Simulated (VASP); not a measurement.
# Al in VASP: a series of runs

The runs below take Al through single point, with PBEsol.

Everything below comes from runs of VASP 6.6.1. Logs are shortened: lines on timing, memory, paths and dates and some standing lists are left out, and cuts for length are marked.

## 1. The cell of the first run

Symmetry: Fm-3m, No. 225, cubic system. Conventional cell: a = 4.016 Å, b = 4.016 Å, c = 4.016 Å, α = 90.00°, β = 90.00°, γ = 90.00°. Within 3.7 Å of Al (site symmetry m-3m) lie 12 Al at 2.84 Å.

## 2. Single point, PBEsol (strained)

The input, INCAR:

```
SYSTEM = Al
PREC = Accurate ; ENCUT = 520
EDIFF = 1E-6 ; ISMEAR = 0
SIGMA = 0.1 ; LREAL = .FALSE.
LASPH = .TRUE. ; NELM = 80
ALGO = Normal ; ISIF = 2
LWAVE = .FALSE. ; LCHARG = .FALSE.
GGA = PS ; NBANDS = 8
```

The input, KPOINTS:

```
regular mesh
0
G
  18 18 18
  0 0 0
```

The input, POSCAR:

```
Al
1.0
    0.0000000000      2.0082131958      2.0082131958
    2.0082131958      0.0000000000      2.0082131958
    2.0082131958      2.0082131958      0.0000000000
Al
1
Direct
    0.0000000000      0.0000000000      0.0000000000
```

Potentials or basis: VASP PAW PBE potentials, release 64 (Al).

Run with:

```console
$ cat potpaw_PBE.64/Al/POTCAR > POTCAR
$ mpirun -np 1 vasp_std > vasp.out
```

OUTCAR:

```text
SYSTEM = Al
   PREC = Accurate
   ENCUT = 520
   EDIFF = 1E-6
   ISMEAR = 0
   LREAL = .FALSE.
   LASPH = .TRUE.
   NELM = 80
   ISIF = 2
   GGA = PS

 ion  position               nearest neighbor table
   1  0.000  0.000  0.000-

  LATTYP: Found a face centered cubic cell.
 ALAT       =     4.0164263916

  Lattice vectors:

 A1 = (   0.0000000000,   2.0082131958,   2.0082131958)
 A2 = (   2.0082131958,   0.0000000000,   2.0082131958)
 A3 = (   2.0082131958,   2.0082131958,   0.0000000000)

Analysis of symmetry for initial positions (statically):
=====================================================================
 Subroutine PRICEL returns:
 Original cell was already a primitive cell.

 Routine SETGRP: Setting up the symmetry group for a
 face centered cubic supercell.

 Subroutine GETGRP returns: Found 48 space group operations
 (whereof 48 operations were pure point group operations)
 out of a pool of 48 trial point group operations.

The static configuration has the point symmetry O_h .

Analysis of symmetry for dynamics (positions and initial velocities):
=====================================================================
 Subroutine PRICEL returns:
 Original cell was already a primitive cell.

 Routine SETGRP: Setting up the symmetry group for a
 face centered cubic supercell.

 Subroutine GETGRP returns: Found 48 space group operations
 (whereof 48 operations were pure point group operations)
 out of a pool of 48 trial point group operations.

The dynamic configuration has the point symmetry O_h .

 Subroutine INISYM returns: Found 48 space group operations
 (whereof 48 operations are pure point group operations),
 and found     1 'primitive' translations

----------------------------------------------------------------------------------------

                                     Primitive cell

  volume of cell :      16.1979

  direct lattice vectors                    reciprocal lattice vectors
     0.000000000  2.008213196  2.008213196    -0.248977549  0.248977549  0.248977549
     2.008213196  0.000000000  2.008213196     0.248977549 -0.248977549  0.248977549
     2.008213196  2.008213196  0.000000000     0.248977549  0.248977549 -0.248977549

  length of vectors
     2.840042338  2.840042338  2.840042338     0.431241765  0.431241765  0.431241765

  position of ions in fractional coordinates (direct lattice)
     0.000000000  0.000000000  0.000000000

  ion indices of the primitive-cell ions
   primitive index   ion index
                 1           1

[... 78 lines left out ...]
   ISYM   =      2    0-nonsym 1-usesym 2-fastsym
   POTIM  = 0.5000    time-step for ionic-motion
   TEBEG  =    0.0;   TEEND  =   0.0 temperature during run
   PSTRESS=    0.0 pullay stress
   NELECT =       3.0000    total number of electrons
   NUPDOWN=      -1.0000    fix difference up-down
   EMIN   =  10.00;   EMAX   =-10.00  energy-range for DOS
   EFERMI =   0.00;   METHOD = LEGACY
   ISMEAR =     0;   SIGMA  =   0.10  broadening in eV -4-tet -1-fermi 0-gaus
   EFERMI_NEDOS =   21; number of points for ismear=-14 and -15
   IALGO  =     38    algorithm
   IMIX   =      4    mixing-type and parameters
     AMIX     =   0.40;   BMIX     =  1.00
     AMIX_MAG =   1.60;   BMIX_MAG =  1.00
  volume/ion in A,a.u.               =      16.20       109.31
  Fermi-wavevector in a.u.,A,eV,Ry     =   0.933173  1.763441 11.848111  0.870812
  Thomas-Fermi vector in A             =   2.059847
   LORBIT       =      0    0 simple, 1 ext, 2 COOP (PROOUT), +10 PAW based schemes
   GGA     = PS    functional components
   LHFCALC =     F    Hartree Fock is set to
   AEXX    =    0.0000 exact exchange contribution
   IVDW    =     0    specifies the selected vdW correction
   LEPSILON=     F    determine dielectric tensor
   LRPA    =     F    only Hartree local field effects (RPA)
 non-spin polarized calculation
 Gauss-broadening in eV      SIGMA  =   0.10
  energy-cutoff  :      520.00
  volume of cell :       16.20
 maximum number of plane-waves:       448
 NGX is ok and might be reduce to    24
   NGX = 11   NGY = 11   NGZ = 11

 number of electron       3.0000000 magnetization

 Free energy of the ion-electron system (eV)
  ---------------------------------------------------
  ext. energy  EPLUGINS =         0.00000000
  ---------------------------------------------------
  free energy    TOTEN  =        -4.09067992 eV

  energy without entropy =       -4.08769285  energy(sigma->0) =       -4.08918639

 E-fermi :   8.1341     XC(G=0): -10.3243

 val. band max:        8.1201075976   @ k =  -0.2778   0.2778   0.0556
 cond. band min:       8.1429375782   @ k =  -0.4444   0.3333   0.1111
 fundamental gap:      0.0228299806
 Fermi energy:         8.1340512820

 k-point     1 :       0.0000    0.0000    0.0000
  band No.  band energies     occupation
      1      -3.1144      2.00000
      2      20.8410      0.00000
      3      20.8410      0.00000
      4      20.8410      0.00000
      5      22.4731      0.00000
      6      22.4731      0.00000
      7      22.4731      0.00000
      8      24.7630      0.00000
[... 243 lines left out ...]
 k-point    24 :      -0.2222    0.0556    0.0000
  band No.  band energies     occupation
      1      -1.4539      2.00000
      2      12.0194      0.00000
      3      17.5285      0.00000
      4      20.4057      0.00000
      5      22.1636      0.00000
      6      23.2454      0.00000
      7      23.6873      0.00000
      8      25.8975      0.00000

 [... further k-points ...]

------------------------ aborting loop because EDIFF is reached ----------------------------------------

  FORCE on cell =-STRESS in cart. coord.  units (eV):
  Direction    XX          YY          ZZ          XY          YZ          ZX
  --------------------------------------------------------------------------------------
  -------------------------------------------------------------------------------------
  Total       -0.0022112     -0.0022112     -0.0022112      0.0000000     -0.0000000     -0.0000000
  in kB       -0.2187158     -0.2187158     -0.2187158      0.0000000     -0.0000000     -0.0000000
  external PRESSURE =      -0.2187158 kB  Pullay stress =       0.0000000 kB

 VOLUME and BASIS-vectors are now :
 -----------------------------------------------------------------------------
  energy-cutoff  :      520.00
  volume of cell :       16.20
      direct lattice vectors                 reciprocal lattice vectors
     0.000000000  2.008213196  2.008213196    -0.248977549  0.248977549  0.248977549
     2.008213196  0.000000000  2.008213196     0.248977549 -0.248977549  0.248977549
     2.008213196  2.008213196  0.000000000     0.248977549  0.248977549 -0.248977549

 POSITION                                       TOTAL-FORCE (eV/Angst)
 -----------------------------------------------------------------------------------
      0.00000      0.00000      0.00000         0.000000      0.000000      0.000000
 -----------------------------------------------------------------------------------
    total drift:                               -0.000000     -0.000000     -0.000000

  FREE ENERGIE OF THE ION-ELECTRON SYSTEM (eV)
  ---------------------------------------------------
  free  energy   TOTEN  =        -4.0906799224 eV

  energy  without entropy=       -4.0876928537  energy(sigma->0) =       -4.08918639
```

OSZICAR:

```text
N       E                     dE             d eps       ncg     rms          rms(c)
DAV:   1    -0.257469939136E+01   -0.25747E+01   -0.86359E+02  3144   0.205E+02
DAV:   2    -0.411226158060E+01   -0.15376E+01   -0.14944E+01  4456   0.194E+01
DAV:   3    -0.411944567287E+01   -0.71841E-02   -0.71814E-02  3936   0.149E+00
DAV:   4    -0.411946277416E+01   -0.17101E-04   -0.17101E-04  4904   0.669E-02
DAV:   5    -0.411946279482E+01   -0.20656E-07   -0.21075E-07  4000   0.145E-03    0.143E+00
DAV:   6    -0.410229221159E+01    0.17171E-01   -0.21117E-03  4216   0.192E-01    0.811E-01
DAV:   7    -0.409069628116E+01    0.11596E-01   -0.57800E-03  4128   0.307E-01    0.171E-01
DAV:   8    -0.409068066970E+01    0.15611E-04   -0.19915E-05  4536   0.304E-02    0.108E-02
DAV:   9    -0.409067992237E+01    0.74733E-06   -0.35630E-07  4360   0.272E-03
   1 F= -.40906799E+01 E0= -.40891864E+01  d E =-.298707E-02
```

stdout:

```text
POSCAR found type information on POSCAR Al
 POSCAR found :  1 types and       1 ions
 scaLAPACK will be used
 -----------------------------------------------------------------------------
|                                                                             |
|                                                                             |
|     You enforced a specific xc type in the INCAR file but a different       |
|     I HOPE YOU KNOW WHAT YOU ARE DOING!                                     |
|                                                                             |
 -----------------------------------------------------------------------------

 LDA part: xc-table for (Slater+PW92), standard interpolation
 POSCAR, INCAR and KPOINTS ok, starting setup
 FFT: planning ... GRIDC
 FFT: planning ... GRID_SOFT
 FFT: planning ... GRID
 WAVECAR not read
 entering main loop
```

Wall time 13 s (1 thread of Intel Xeon Platinum 8259CL at 2.50GHz (Skylake/Cascade Lake), shared host); peak memory 0.14 GiB.

What came out:

```
Free energy            : -4.0907 eV
Pressure               : 0.0 GPa
Band gap on the k mesh : zero (an odd number of electrons rules out a gap without spin polarisation)
```

Levels at points of the mesh, in eV from the Fermi level:
| k point | band 1 | band 2 | band 3 | band 4 |
| --- | --- | --- | --- | --- |
| (0.00, 0.00, 0.00) | -11.25 | 12.71 | 12.71 | 12.71 |
| (0.50, 0.00, 0.00) | -4.66 | -4.39 | 11.53 | 11.53 |
| (0.50, 0.50, 0.00) | -2.95 | -1.60 | 5.27 | 5.68 |

Caveat: the cell differs from its parent crystal (strained); the PAW data sets were made with another functional, which shifts forces and pressure a little.

## 3. Single point, PBEsol (strained)

The input, INCAR:

```
SYSTEM = Al
PREC = Accurate
ENCUT = 520
EDIFF = 1E-6
ISMEAR = 0
SIGMA = 0.1
LREAL = .FALSE.
LASPH = .TRUE.
NELM = 80
ALGO = Fast
ISIF = 2
LWAVE = .FALSE.
LCHARG = .FALSE.
GGA = PS
ISYM = 0
NBANDS = 8
```

The input, KPOINTS:

```
Automatic mesh
0
G
  16 15 15
  0 0 0
```

The input, POSCAR:

```
Al
1.0
   -0.0404796000      2.0280279600      2.0280279600
    1.9875483600      0.0000000000      1.9875483600
    1.9875483600      1.9875483600      0.0000000000
Al
1
Direct
    0.0000000000      0.0000000000      0.0000000000
```

Potentials or basis: VASP PAW PBE potentials, release 64 (Al).

Run with:

```console
$ cat potpaw_PBE.64/Al/POTCAR > POTCAR
$ mpirun -np 1 vasp_std > vasp.out
```

Run time: 2.6 min. Hardware: 1 thread of Intel Xeon Platinum 8259CL at 2.50GHz (Skylake/Cascade Lake), shared host; peak memory 0.31 GiB.

It converged, with:

```yaml
Free_energy: -4.0945 eV
Pressure: 0.2 GPa
Band_gap_on_the_k_mesh: zero (an odd number of electrons rules out a gap without spin polarisation)
```

Stress tensor (GPa, compression positive):
```
 0.41  0.31  0.31
 0.31  0.11 -0.85
 0.31 -0.85  0.11
```

Levels at points of the mesh, in eV from the Fermi level:
```csv
k point,band 1,band 2,band 3,band 4
"(0.00, 0.00, 0.00)",-11.27,12.05,13.02,13.02
"(0.50, 0.00, 0.00)",-4.84,-4.78,11.85,11.86
```

Caveat: the cell differs from its parent crystal (strained); the PAW data sets were made with another functional, which shifts forces and pressure a little.
